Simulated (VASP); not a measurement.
# ScAlN2 (P6/mmm) in VASP: a series of runs

Runs on ScAlN2. Level: PBE. Tasks: single point, relaxation of cell and atoms.

All numbers are computed with VASP 6.6.1; they aren't measurements. Logs are shortened: lines on timing, memory, paths and dates and some standing lists are left out, and cuts for length are marked.

## (1) The cell of the first run

Symmetry: P6/mmm, No. 191, hexagonal system. The conventional cell has a = 3.604 Å, b = 3.604 Å, c = 5.576 Å, α = 90.00°, β = 90.00°, γ = 120.00°. Sc (site symmetry 6/mmm) has 2 Al at 2.79 Å and 12 N at 3.48 Å and 6 Sc at 3.60 Å within 3.7 Å. Within 2.8 Å of Al (site symmetry 6/mmm) lie 6 N at 2.08 Å and 2 Sc at 2.79 Å. Within 2.8 Å of N (site symmetry -6m2) lie 3 N at 2.08 Å and 3 Al at 2.08 Å.

The cell was built from a structure type or drawn by symmetry, and may not be a known phase.

## (2) Single point, PBE, collinear spin, ferromagnetic start

Input file INCAR:

```
  ALGO = Normal
  EDIFF = 1E-7
  ENCUT = 520
  GGA = PE
  ISIF = 2
  ISMEAR = 0
  ISPIN = 2
  LASPH = T
  LCHARG = T
  LELF = T
  LMAXMIX = 4
  LORBIT = 11
  LREAL = F
  LVHAR = T
  LWAVE = F
  MAGMOM = 0 0 1 1
  NBANDS = 24
  NELM = 150
  PREC = Accurate
  SIGMA = 0.1
```

Input file KPOINTS:

```
k-points
0
Gamma
  6 6 4
```

Input file POSCAR:

```
ScAlN2
1.0
    3.6042855885      0.0000000000      0.0000000000
   -1.8021427943      3.1214028822      0.0000000000
    0.0000000000      0.0000000000      5.5760190188
Sc Al N
1 1 2
Direct
    0.0000000000      0.0000000000      0.0000000000
    0.0000000000      0.0000000000      0.5000000000
    0.3333333333      0.6666666667      0.5000000000
    0.6666666667      0.3333333333      0.5000000000
```

Potentials or basis: VASP PAW PBE potentials, release 64 (Sc_sv, Al, N).

Command:

```sh
$ cat potpaw_PBE.64/Sc_sv/POTCAR potpaw_PBE.64/Al/POTCAR potpaw_PBE.64/N/POTCAR > POTCAR
$ mpirun -np 1 vasp_std > vasp.out
```

OUTCAR:

```text
EDIFF = 1E-7
   ENCUT = 520
   GGA = PE
   ISIF = 2
   ISMEAR = 0
   ISPIN = 2
   LASPH = T
   LORBIT = 11
   LREAL = F
   NELM = 150
   PREC = Accurate

 ion  position               nearest neighbor table
   1  0.000  0.000  0.000-   2 2.79   2 2.79
   2  0.000  0.000  0.500-   3 2.08   4 2.08   4 2.08   3 2.08   4 2.08   3 2.08   1 2.79   1 2.79

   3  0.333  0.667  0.500-   2 2.08   2 2.08   2 2.08
   4  0.667  0.333  0.500-   2 2.08   2 2.08   2 2.08

  LATTYP: Found a hexagonal cell.
 ALAT       =     3.6042855885
 C/A-ratio  =     1.5470524968

  Lattice vectors:

 A1 = (   3.6042855885,   0.0000000000,   0.0000000000)
 A2 = (  -1.8021427943,   3.1214028822,   0.0000000000)
 A3 = (   0.0000000000,   0.0000000000,   5.5760190188)

Analysis of symmetry for initial positions (statically):
=====================================================================
 Subroutine PRICEL returns:
 Original cell was already a primitive cell.

 Routine SETGRP: Setting up the symmetry group for a
 hexagonal supercell.

 Subroutine GETGRP returns: Found 24 space group operations
 (whereof 24 operations were pure point group operations)
 out of a pool of 24 trial point group operations.

The static configuration has the point symmetry D_6h.

Analysis of symmetry for dynamics (positions and initial velocities):
=====================================================================
 Subroutine PRICEL returns:
 Original cell was already a primitive cell.

 Routine SETGRP: Setting up the symmetry group for a
 hexagonal supercell.

 Subroutine GETGRP returns: Found 24 space group operations
 (whereof 24 operations were pure point group operations)
 out of a pool of 24 trial point group operations.

The dynamic configuration has the point symmetry D_6h.

Analysis of structural, dynamic, and magnetic symmetry:
=====================================================================
 Subroutine PRICEL returns:
 Original cell was already a primitive cell.

 Routine SETGRP: Setting up the symmetry group for a
 hexagonal supercell.

 Subroutine GETGRP returns: Found 24 space group operations
 (whereof 24 operations were pure point group operations)
 out of a pool of 24 trial point group operations.

The overall configuration has the point symmetry D_6h.

 Subroutine INISYM returns: Found 24 space group operations
 (whereof 24 operations are pure point group operations),
 and found     1 'primitive' translations

----------------------------------------------------------------------------------------

                                     Primitive cell

  volume of cell :      62.7326

  direct lattice vectors                    reciprocal lattice vectors
     3.604285588  0.000000000  0.000000000     0.277447493  0.160184385  0.000000000
    -1.802142794  3.121402882  0.000000000     0.000000000  0.320368769  0.000000000
     0.000000000  0.000000000  5.576019019     0.000000000  0.000000000  0.179339417

  length of vectors
     3.604285588  3.604285589  5.576019019     0.320368769  0.320368769  0.179339417

  position of ions in fractional coordinates (direct lattice)
     0.000000000  0.000000000  0.000000000
     0.000000000  0.000000000  0.500000000
     0.333333333  0.666666667  0.500000000
     0.666666667  0.333333333  0.500000000

  ion indices of the primitive-cell ions
   primitive index   ion index
                 1           1
                 2           2
                 3           3
                 4           4

----------------------------------------------------------------------------------------

 KPOINTS: k-points

Automatic generation of k-mesh.
 Grid dimensions read from file:
 generate k-points for:    6    6    4

 Generating k-lattice:

  Cartesian coordinates                     Fractional coordinates (reciprocal lattice)
     0.046241249  0.026697397  0.000000000     0.166666667  0.000000000  0.000000000
     0.000000000  0.053394795  0.000000000     0.000000000  0.166666667  0.000000000
     0.000000000  0.000000000  0.044834854     0.000000000  0.000000000  0.250000000

  Length of vectors
     0.053394795  0.053394795  0.044834854

  Shift w.r.t. Gamma in fractional coordinates (k-lattice)
     0.000000000  0.000000000  0.000000000

 Subroutine IBZKPT returns following result:
 ===========================================

 Found     21 irreducible k-points:

 Following reciprocal coordinates:
            Coordinates               Weight
  0.000000  0.000000  0.000000      1.000000
  0.166667  0.000000  0.000000      6.000000
  0.333333  0.000000  0.000000      6.000000
  0.500000 -0.000000  0.000000      3.000000
  0.166667  0.166667  0.000000      6.000000
  0.333333  0.166667  0.000000     12.000000
[... 13 lines left out ...]
  0.333333  0.166667  0.500000     12.000000
  0.333333  0.333333  0.500000      2.000000
   k-points           NKPTS =     21   k-points in BZ     NKDIM =     21   number of bands    NBANDS=     24
[... 61 lines left out ...]
  ---------------------------------------------------
  ext. energy  EPLUGINS =         0.00000000
  ---------------------------------------------------
  free energy    TOTEN  =       -21.13056819 eV

  energy without entropy =      -21.11309208  energy(sigma->0) =      -21.12183014

 E-fermi :   4.5870     XC(G=0):  -9.8696

 val. band max:        4.5557388095   @ k =   0.3333   0.1667   0.2500
 cond. band min:       4.5906729525   @ k =   0.3333   0.3333   0.0000
 fundamental gap:      0.0349341431
 Fermi energy:         4.5870310980

 spin component 1

 k-point     1 :       0.0000    0.0000    0.0000
  band No.  band energies     occupation
      1     -45.8094      1.00000
      2     -24.4280      1.00000
      3     -24.3832      1.00000
      4     -24.3832      1.00000
      5     -12.7896      1.00000
      6      -5.6033      1.00000
[... 16 lines left out ...]
     23      15.8904      0.00000
     24      15.9447      0.00000

 k-point     2 :       0.1667    0.0000    0.0000
  band No.  band energies     occupation
      1     -45.8068      1.00000
      2     -24.4245      1.00000
      3     -24.4094      1.00000
      4     -24.3896      1.00000
      5     -12.4963      1.00000
      6      -6.4603      1.00000
[... 16 lines left out ...]
     23      15.2304      0.00000
     24      15.9353      0.00000
[... 484 lines left out ...]
     23      14.7331      0.00000
     24      14.8888      0.00000

 k-point    21 :       0.3333    0.3333    0.5000
  band No.  band energies     occupation
      1     -45.7977      1.00000
      2     -24.4561      1.00000
      3     -24.4561      1.00000
      4     -24.4135      1.00000
      5     -10.0182      1.00000
      6     -10.0182      1.00000
[... 16 lines left out ...]
     23      14.2834      0.00000
     24      15.0618      0.00000
 Fermi energy:         4.5870310980

 spin component 2

 k-point     1 :       0.0000    0.0000    0.0000
  band No.  band energies     occupation
      1     -45.8093      1.00000
      2     -24.4279      1.00000
      3     -24.3832      1.00000
      4     -24.3832      1.00000
      5     -12.7896      1.00000
      6      -5.6033      1.00000
[... 16 lines left out ...]
     23      15.8904      0.00000
     24      15.9446      0.00000

 k-point     2 :       0.1667    0.0000    0.0000
  band No.  band energies     occupation
      1     -45.8067      1.00000
      2     -24.4244      1.00000
      3     -24.4094      1.00000
      4     -24.3896      1.00000
      5     -12.4962      1.00000
      6      -6.4603      1.00000
[... 16 lines left out ...]
     23      15.2304      0.00000
     24      15.9354      0.00000
[... 484 lines left out ...]
     23      14.7330      0.00000
     24      14.8888      0.00000

 k-point    21 :       0.3333    0.3333    0.5000
  band No.  band energies     occupation
      1     -45.7976      1.00000
      2     -24.4560      1.00000
      3     -24.4560      1.00000
      4     -24.4134      1.00000
      5     -10.0182      1.00000
      6     -10.0182      1.00000
[... 16 lines left out ...]
     23      14.2834      0.00000
     24      15.0619      0.00000

------------------------ aborting loop because EDIFF is reached ----------------------------------------

  FORCE on cell =-STRESS in cart. coord.  units (eV):
  Direction    XX          YY          ZZ          XY          YZ          ZX
  --------------------------------------------------------------------------------------
  -------------------------------------------------------------------------------------
  Total       -0.0559714     -0.0559714     -0.0698770      0.0000000      0.0000000      0.0000000
  in kB       -1.4294970     -1.4294970     -1.7846427      0.0000000      0.0000000      0.0000000
  external PRESSURE =      -1.5478789 kB  Pullay stress =       0.0000000 kB

 VOLUME and BASIS-vectors are now :
 -----------------------------------------------------------------------------
  energy-cutoff  :      520.00
  volume of cell :       62.73
      direct lattice vectors                 reciprocal lattice vectors
     3.604285588  0.000000000  0.000000000     0.277447493  0.160184385  0.000000000
    -1.802142794  3.121402882  0.000000000     0.000000000  0.320368769  0.000000000
     0.000000000  0.000000000  5.576019019     0.000000000  0.000000000  0.179339417

 POSITION                                       TOTAL-FORCE (eV/Angst)
 -----------------------------------------------------------------------------------
      0.00000      0.00000      0.00000         0.000000      0.000000      0.000000
      0.00000      0.00000      2.78801         0.000000      0.000000      0.000000
     -0.00000      2.08094      2.78801         0.000000     -0.000000      0.000000
      1.80214      1.04047      2.78801        -0.000000     -0.000000     -0.000000
 -----------------------------------------------------------------------------------
    total drift:                               -0.000000      0.000000      0.000000

  FREE ENERGIE OF THE ION-ELECTRON SYSTEM (eV)
  ---------------------------------------------------
  free  energy   TOTEN  =       -21.1305681947 eV

  energy  without entropy=      -21.1130920781  energy(sigma->0) =      -21.12183014

 total charge

# of ion       s       p       d       tot
------------------------------------------
    1        2.241   6.018   1.017   9.277
    2        0.389   0.372   0.000   0.761
    3        1.368   2.148   0.000   3.516
    4        1.368   2.148   0.000   3.516
--------------------------------------------------
tot          5.366  10.686   1.017  17.069

 magnetization (x)

# of ion       s       p       d       tot
------------------------------------------
    1        0.000   0.000   0.000   0.000
    2        0.000   0.000   0.000   0.000
    3       -0.000   0.000   0.000   0.000
    4       -0.000   0.000   0.000   0.000
--------------------------------------------------
tot          0.000   0.000   0.000   0.000
```

It took 72 s on 1 thread of AMD EPYC 9R45 (Zen 5), shared host; peak memory 0.2 GiB.

Results:

```yaml
Free_energy: -21.1306 eV
Pressure: -0.2 GPa
Band_gap_on_the_k_mesh: zero (filled and empty bands overlap)
Net_moment: 0.00 μB per cell
Valence_electrons_inside_the_program's_atomic_spheres: Sc 9.28; Al 0.76; N 3.52
```

## (3) Single point, PBE, collinear spin, ferromagnetic start

This run uses another cell than the first one, of 16.24 Å³/atom.

Input file INCAR:

```
SYSTEM = ScAlN2
PREC = Accurate
ENCUT = 520
EDIFF = 1E-6
ISMEAR = 0
SIGMA = 0.1
LREAL = .False.
LASPH = .True.
NELM = 150
ALGO = Normal
ISIF = 2
LWAVE = .False.
LCHARG = .False.
ISPIN = 2
MAGMOM = 0 0 1 1
LORBIT = 11
LMAXMIX = 4
GGA = PE
NBANDS = 24
```

Input file KPOINTS:

```
regular mesh
0
Gamma
  6 6 4
  0 0 0
```

Input file POSCAR:

```
ScAlN2
1.0
    3.6039779800      0.0000000000      0.0000000000
   -1.8019889900      3.1211364900      0.0000000000
    0.0000000000      0.0000000000      5.7757155000
Sc Al N
1 1 2
Direct
    0.0000000000      0.0000000000      0.0000000000
    0.0000000000      0.0000000000      0.5000000000
    0.3333333300      0.6666666700      0.5000000000
    0.6666666700      0.3333333300      0.5000000000
```

Potentials or basis: VASP PAW PBE potentials, release 64 (Sc_sv, Al, N).

Command:

```sh
$ cat potpaw_PBE.64/Sc_sv/POTCAR potpaw_PBE.64/Al/POTCAR potpaw_PBE.64/N/POTCAR > POTCAR
$ mpirun -np 1 vasp_std > vasp.out
```

It took 52 s on 1 thread of AMD EPYC 9R45 (Zen 5), shared host; peak memory 0.21 GiB.

It converged, with:

| Item | Value |
| --- | --- |
| Free energy | -21.1181 eV |
| Pressure | -1.4 GPa |
| Band gap on the k mesh | zero (filled and empty bands overlap) |
| Net moment | 0.00 μB per cell |
| Valence electrons inside the program's atomic spheres | Sc 9.24; Al 0.75; N 3.52 |

Stress tensor (GPa, compression positive):
```
-1.20  0.00  0.00
 0.00 -1.20  0.00
 0.00  0.00 -1.71
```

Levels at points of the mesh, in eV from the Fermi level:
Spin up:
```
           k point  band 8  band 9  band 10  band 11  band 12  band 13  band 14  band 15  band 16  band 17
(0.00, 0.00, 0.00)   -4.98   -4.98    -3.15    -1.54    -1.54    -0.65     0.53     1.01     1.01     1.72
(0.50, 0.00, 0.00)   -5.64   -3.53    -1.99    -0.68     0.41     0.73     1.15     1.20     1.39     1.58
(0.00, 0.00, 0.50)   -4.98   -4.98    -1.63    -1.61    -1.61     0.14     0.51     0.98     0.98     1.02
(0.50, 0.00, 0.50)   -5.50   -3.49    -2.73    -0.30     0.25     0.47     0.95     1.58     1.59     2.12
```
Spin down:
```csv
k point,band 8,band 9,band 10,band 11,band 12,band 13,band 14,band 15,band 16,band 17
"(0.00, 0.00, 0.00)",-4.98,-4.98,-3.15,-1.55,-1.55,-0.65,0.52,1.01,1.01,1.72
"(0.50, 0.00, 0.00)",-5.64,-3.53,-2.00,-0.68,0.41,0.72,1.15,1.20,1.40,1.58
"(0.00, 0.00, 0.50)",-4.98,-4.98,-1.63,-1.61,-1.61,0.15,0.50,0.98,0.98,1.02
"(0.50, 0.00, 0.50)",-5.50,-3.50,-2.73,-0.30,0.25,0.47,0.95,1.58,1.59,2.12
```

## (4) Single point, PBE

Input file INCAR:

```
PREC = Accurate
ENCUT = 520
EDIFF = 1E-6
ISMEAR = 0
SIGMA = 0.1
LREAL = F
LASPH = T
NELM = 100
ALGO = Normal
ISIF = 2
LWAVE = F
LCHARG = T
GGA = PE
LELF = T
LVHAR = T
NBANDS = 20
```

Input file KPOINTS:

```
Automatic mesh
0
Gamma
  12 12 8
```

Input file POSCAR:

```
ScAlN2
1.0
    3.6030706432      0.0000000000      0.0000000000
   -1.8015353216      3.1203507087      0.0000000000
    0.0000000000      0.0000000000      5.5704911995
Sc Al N
1 1 2
Direct
    0.0000000000      0.0000000000      0.0000000000
    0.0000000000      0.0000000000      0.5000000000
    0.3333333333      0.6666666667      0.5000000000
    0.6666666667      0.3333333333      0.5000000000
```

Command:

```sh
$ cat potpaw_PBE.64/Sc_sv/POTCAR potpaw_PBE.64/Al/POTCAR potpaw_PBE.64/N/POTCAR > POTCAR
$ mpirun -np 1 vasp_std > vasp.out
```

Run time: 82 s. Hardware: 1 thread of AMD EPYC 9R45 (Zen 5), shared host; peak memory 0.23 GiB.

Results (log left out):

```
Free energy            : -21.0757 eV
Pressure               : -0.1 GPa
Band gap on the k mesh : zero (bands 12 and 13 overlap by 1.13 eV)
```

Levels at points of the mesh, in eV from the Fermi level:
| k point | band 10 | band 11 | band 12 | band 13 | band 14 | band 15 |
| --- | --- | --- | --- | --- | --- | --- |
| (0.00, 0.00, 0.00) | -3.05 | -1.54 | -1.54 | -0.66 | 0.51 | 1.06 |
| (0.50, 0.00, 0.00) | -1.99 | -0.62 | 0.46 | 0.75 | 1.24 | 1.43 |
| (0.00, 0.00, 0.50) | -1.63 | -1.63 | -1.44 | 0.38 | 0.49 | 1.02 |
| (0.50, 0.00, 0.50) | -2.82 | -0.28 | 0.34 | 0.58 | 1.00 | 1.60 |

## (5) Relaxation of cell and atoms, PBE

Input file INCAR:

```
ALGO = Normal
EDIFF = 1E-6
EDIFFG = -0.01
ENCUT = 600
GGA = PE
IBRION = 2
ISIF = 3
ISMEAR = 0
LASPH = T
LCHARG = F
LREAL = F
LWAVE = F
NELM = 80
NSW = 100
PREC = Accurate
SIGMA = 0.1
```

Input file KPOINTS:

```
k-points
0
Gamma
  12 12 8
```

Input file POSCAR:

```
ScAlN2
1.0
    3.6042855885      0.0000000000      0.0000000000
   -1.8021427943      3.1214028822      0.0000000000
    0.0000000000      0.0000000000      5.5760190188
Sc Al N
1 1 2
Direct
    0.0000000000      0.0000000000      0.0000000000
    0.0000000000      0.0000000000      0.5000000000
    0.3333333333      0.6666666667      0.5000000000
    0.6666666667      0.3333333333      0.5000000000
```

Command:

```sh
$ cat potpaw_PBE.64/Sc_sv/POTCAR potpaw_PBE.64/Al/POTCAR potpaw_PBE.64/N/POTCAR > POTCAR
$ mpirun -np 1 vasp_std > vasp.out
```

Wall time 2.5 min (1 thread of AMD EPYC 9R45 (Zen 5), shared host); peak memory 0.27 GiB.

The run converged. Its results:

```
Free energy                           : -21.0791 eV
Relaxed volume                        : 15.64 Å³/atom
Relaxed cell                          : a = 3.601 Å, b = 3.601 Å, c = 5.572 Å, α = 90.00°, β = 90.00°, γ = 120.00°
Space group after relaxing (to 0.1 Å) : P6/mmm (No. 191)
Energy gained by relaxing             : 0.0 meV/atom
Ionic steps                           : 3
Pressure after relaxing               : 0.0 GPa
Band gap on the k mesh                : zero (bands 12 and 13 overlap by 1.12 eV)
```

Stress tensor (GPa, compression positive):
```
 0.05  0.00  0.00
 0.00  0.05  0.00
 0.00  0.00 -0.06
```

Step by step:
```
step  energy change (eV)  largest force (eV/Å)  pressure (GPa)  volume (Å³)
   1              0.0000                0.0000           -0.25        62.73
   2             -0.0001                0.0000            0.08        62.51
   3             -0.0001                0.0000            0.01        62.57
```

Final structure:
```
Sc Al N
1.0
     3.60073    0.00000    0.00000
    -1.80036    3.11832    0.00000
     0.00000    0.00000    5.57216
Sc Al N
1 1 2
Direct
  0.00000 0.00000 0.00000
  0.00000 0.00000 0.50000
  0.33333 0.66667 0.50000
  0.66667 0.33333 0.50000
```

Levels at points of the mesh, in eV from the Fermi level:
| k point | band 8 | band 9 | band 10 | band 11 | band 12 | band 13 | band 14 | band 15 | band 16 |
| --- | --- | --- | --- | --- | --- | --- | --- | --- | --- |
| (0.00, 0.00, 0.00) | -5.00 | -5.00 | -3.05 | -1.54 | -1.54 | -0.66 | 0.51 | 1.06 | 1.06 |
| (0.50, 0.00, 0.00) | -5.67 | -3.61 | -2.00 | -0.62 | 0.46 | 0.75 | 1.24 | 1.43 | 1.44 |
| (0.00, 0.00, 0.50) | -4.99 | -4.99 | -1.63 | -1.63 | -1.44 | 0.38 | 0.49 | 1.02 | 1.02 |
| (0.50, 0.00, 0.50) | -5.49 | -3.57 | -2.83 | -0.28 | 0.34 | 0.58 | 1.01 | 1.60 | 1.68 |

## (6) Overview

| task | spin | cell | k mesh | cutoff (eV) | gap on the mesh (eV) | pressure (GPa) | moment (μB) |
| --- | --- | --- | --- | --- | --- | --- | --- |
| single point | collinear, ferromagnetic start | a = 3.604, b = 3.604, c = 5.576 Å, angles 90.0, 90.0, 120.0°, 4 atoms | 6 × 6 × 4 | 520 | none | -0.2 | 0.00 |
| single point | collinear, ferromagnetic start | a = 3.604, b = 3.604, c = 5.776 Å, angles 90.0, 90.0, 120.0°, 4 atoms | 6 × 6 × 4 | 520 | none | -1.4 | 0.00 |
| single point | off | a = 3.603, b = 3.603, c = 5.570 Å, angles 90.0, 90.0, 120.0°, 4 atoms | 12 × 12 × 8 | 520 | none | -0.1 | - |
| relaxation of cell and atoms | off | relaxed from a = 3.604, b = 3.604, c = 5.576 Å, angles 90.0, 90.0, 120.0°, 4 atoms | 12 × 12 × 8 | 600 | none | 0.0 | - |

Alike in all rows: level PBE; potentials or basis VASP PAW PBE potentials, release 64 (Sc_sv, Al, N); smearing gaussian 0.1 eV.

Absolute energies hang on the potentials; compare differences alone.
